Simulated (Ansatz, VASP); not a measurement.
## BeCd2Te3: VASP beside Ansatz

```xyz
6
Lattice="3.6686 0.0000 0.0000 0.0000 3.6686 0.0000 0.0000 0.0000 10.9241" Properties=species:S:1:pos:R:3 pbc="T T T"
Be    0.0000    0.0000    0.0000
Cd    0.0000    0.0000    3.5798
Cd    0.0000    0.0000    7.3443
Te    1.8343    1.8343    1.5162
Te    1.8343    1.8343    5.4621
Te    1.8343    1.8343    9.4079
```

Change from the starting cell: species swapped into the Al3Ni2Pt type (P4/mmm, No. 123).

Alike in both runs: functional PBE; k mesh 6 × 6 × 2; occupations gaussian, width 0.1 eV; no spin polarisation.

Ansatz relaxed the structure, and its values are those at the end. VASP's run is a single point on that final structure, the one shown.

```csv
,VASP,Ansatz
version,VASP 6.6.1,Ansatz 0.2.0
potentials or method,"VASP PAW PBE potentials, release 64 (Be, Cd, Te), cutoff 600 eV","scalar-relativistic, plane waves, PAW"
valence electrons in the cell,44,90
```

Ansatz gave:

| Property | Result |
| --- | --- |
| gap on the k mesh at the Fermi level (eV) | none |
| pressure (GPa) | 0.0 |
| rms of the force components (eV/Å) | 0.002 |

**Question.** What did VASP give for the same quantities?

**Answer.** gap on the k mesh at the Fermi level (eV): none; pressure (GPa): 0.1; rms of the force components (eV/Å): 0.005.

A gap of «none» marks a metal or a gap that the smearing closes. VASP's potentials hold 44 valence electrons a cell and Ansatz's 90, so a difference there can come from the potentials and not from the codes.

Spin-orbit coupling is off throughout.
